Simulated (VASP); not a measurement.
Here is a VASP 6.6.1 calculation.

Contents of INCAR:

```
ALGO     = Normal         # electronic algorithm
EDIFF    = 1E-7           # SCF threshold, eV
EDIFFG   = -0.008         # ionic threshold
ENCUT    = 600            # plane-wave cutoff, eV
GGA      = PE             # functional
IBRION   = 2              # ionic algorithm
ISIF     = 3              # what is computed and relaxed
ISMEAR   = 0              # smearing method
LASPH    = True           # aspherical terms in the spheres
LCHARG   = False          # write CHGCAR
LREAL    = False          # projectors in reciprocal space
LWAVE    = False          # write WAVECAR
NELM     = 80             # most SCF steps
NSW      = 70             # ionic steps
PREC     = Accurate       # precision mode
PSTRESS  = 150.0        
SIGMA    = 0.1            # smearing width, eV
```

KPOINTS

```
k-points
0
Gamma
  16 16 16
```

File POSCAR:

```
Zr
1.0
    0.0000000000      2.1631492284      2.1631492284
    2.1631492284      0.0000000000      2.1631492284
    2.1631492284      2.1631492284      0.0000000000
Zr
1
Direct
    0.0000000000      0.0000000000      0.0000000000
```

Potentials or basis: VASP PAW PBE potentials, release 64 (Zr_sv).

Command:

```console
$ cat potpaw_PBE.64/Zr_sv/POTCAR > POTCAR
$ mpirun -np 1 vasp_std > vasp.out
```

Task: What does it give for the relaxed cell?

Result: a = 3.062 Å, b = 3.062 Å, c = 3.062 Å, α = 60.00°, β = 60.00°, γ = 60.00°.

Task: What does it give for the band gap on the k mesh?

Result: Zero (bands 6 and 7 overlap by 1.43 eV).

The path:
| step | energy change (eV) | largest force (eV/Å) | pressure (GPa) | volume (Å³) |
| --- | --- | --- | --- | --- |
| 1 | 0.0000 | 0.0000 | 15.34 | 20.24 |
| 2 | -0.0117 | 0.0000 | 14.50 | 20.37 |
| 3 | -0.0047 | 0.0000 | 15.00 | 20.29 |

Caveat: the cell is relaxed towards a set pressure, so the run minimises the enthalpy, not the energy.
